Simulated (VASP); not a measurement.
Input of a VASP 6.6.1 run:

File POSCAR:

```
Sc
1.0
    5.9096765775      0.0000000000      0.0000000000
    0.0000000000      5.9096765775      0.0000000000
    0.0000000000      0.0000000000      5.9096765775
Sc
8
Direct
    1.0000000000      0.0000000000      1.0000000000
    0.5000000000      0.5000000000      0.5000000000
    0.2500000000      1.0000000000      0.5000000000
    0.7500000000      1.0000000000      0.5000000000
    0.5000000000      0.2500000000      1.0000000000
    0.5000000000      0.7500000000      1.0000000000
    0.0000000000      0.5000000000      0.2500000000
    0.0000000000      0.5000000000      0.7500000000
```

INCAR.step1

```
SYSTEM = Sc
  PREC = Accurate
  ENCUT = 520
  ISMEAR = -1
  SIGMA = 0.1
  LREAL = .False.
  LASPH = .True.
  NELM = 100
  NBANDS = 54
  GGA = PE
  ALGO = Normal
  EDIFF = 1E-4
  LWAVE = .True.
  LCHARG = .False.
```

Contents of INCAR.step2:

```
SYSTEM = Sc
  PREC = Accurate
  ENCUT = 520
  EDIFF = 1E-6
  ISMEAR = -1
  SIGMA = 0.1
  LREAL = .False.
  LASPH = .True.
  NELM = 100
  ALGO = Normal
  ISIF = 2
  LWAVE = .False.
  LCHARG = .True.
  METAGGA = R2SCAN
  LMIXTAU = .True.
  LELF = .True.
  LVHAR = .True.
  NBANDS = 54
  ISTART = 1
```

KPOINTS

```
Automatic mesh
0
Gamma
  5 5 5
  0 0 0
```

Potentials or basis: VASP PAW PBE potentials, release 64 (Sc_sv).

Run with:

```sh
$ cat potpaw_PBE.64/Sc_sv/POTCAR > POTCAR
$ cp INCAR.step1 INCAR
$ mpirun -np 1 vasp_std > vasp.out
$ cp INCAR.step2 INCAR
$ mpirun -np 1 vasp_std > vasp.out
```

Question: Predict the band gap on the k mesh.

Answer: Zero (bands 44 and 45 overlap by 0.32 eV).

Question: What does it give for the pressure?

Answer: 0.2 GPa.

Caveat: the PAW data sets were made with another functional, which shifts forces and pressure a little.
